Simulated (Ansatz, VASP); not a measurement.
**As: VASP beside Ansatz**

The input INCAR:

```
SYSTEM = As
ALGO     = Normal         ! electronic algorithm
EDIFF    = 1E-6           ! SCF threshold, eV
EDIFFG   = -0.04          ! ionic threshold
ENCUT    = 600            ! plane-wave cutoff, eV
GGA      = PE             ! functional
IBRION   = 2              ! ionic algorithm
ISIF     = 3              ! what is computed and relaxed
ISMEAR   = 0              ! smearing method
LASPH    = .TRUE.         ! aspherical terms in the spheres
LCHARG   = .FALSE.        ! write CHGCAR
LREAL    = .FALSE.        ! projectors in reciprocal space
LWAVE    = .FALSE.        ! write WAVECAR
NELM     = 100            ! most SCF steps
NSW      = 90             ! ionic steps
PREC     = Accurate       ! precision mode
SIGMA    = 0.1            ! smearing width, eV
```

The input KPOINTS:

```
k-points
0
G
  6 6 4
  0 0 0
```

POSCAR

```
As
1.0
    2.3951626600     -2.5919915900      0.0000000000
    2.3951626600      2.5919915900      0.0000000000
    0.0000000000      0.0000000000      3.7915983600
As
2
Direct
    0.2580798300      0.7419201700      0.5000000000
    0.7419201700      0.2580798300      0.5000000000
```

Input for Ansatz:

```yaml
crystal:
  lattice:
    - [2.39516266, -2.59199159, 0.0]
    - [2.39516266, 2.59199159, 0.0]
    - [0.0, 0.0, 3.79159836]
  atoms:
    - { symbol: As, position: [0.25807983, 0.74192017, 0.5] }
    - { symbol: As, position: [0.74192017, 0.25807983, 0.5] }
basis:
  ecutwfc: 420
kpoints:
  mp_grid: { grid: [6, 6, 4] }
hamiltonian:
  xc: pbe
scf:
  occupations: { method: gaussian, width: 0.1 }
  lower_state_search: "off"
output:
  forces: true
  stress: true
  eigenvalues: true
relax:
  adjacent_minimum: "off"
  f_tol: 0.04
  max_steps: 70
  cell: { stress_tol: 0.4 }
```

Alike in both runs: task relaxation of cell and atoms; functional PBE; k mesh 6 × 6 × 4; occupations gaussian, width 0.1 eV; no spin polarisation.

|  | VASP | Ansatz |
| --- | --- | --- |
| version | VASP 6.6.1 | Ansatz 0.2.0 |
| potentials or method | VASP PAW PBE potentials, release 64 (As), cutoff 600 eV | scalar-relativistic, plane waves, PAW |
| valence electrons in the cell | 10 | 30 |

VASP gave:

| Item | Value |
| --- | --- |
| gap on the k mesh at the Fermi level, each at its own relaxed structure (eV) | none |
| relaxed volume (Å³/atom) | 22.56 |
| relaxed cell length with the largest relative difference (Å) | 3.926 |

**Question.** Estimate Ansatz's values.

**Answer.** gap on the k mesh at the Fermi level, each at its own relaxed structure (eV): none; relaxed volume (Å³/atom): 22.42; relaxed cell length with the largest relative difference (Å): 3.916.

A gap of «none» marks a metal or a gap that the smearing closes. VASP's potentials hold 10 valence electrons a cell and Ansatz's 30, so a difference there can come from the potentials and not from the codes.

The k mesh is coarse, so the values compare programs but aren't converged.
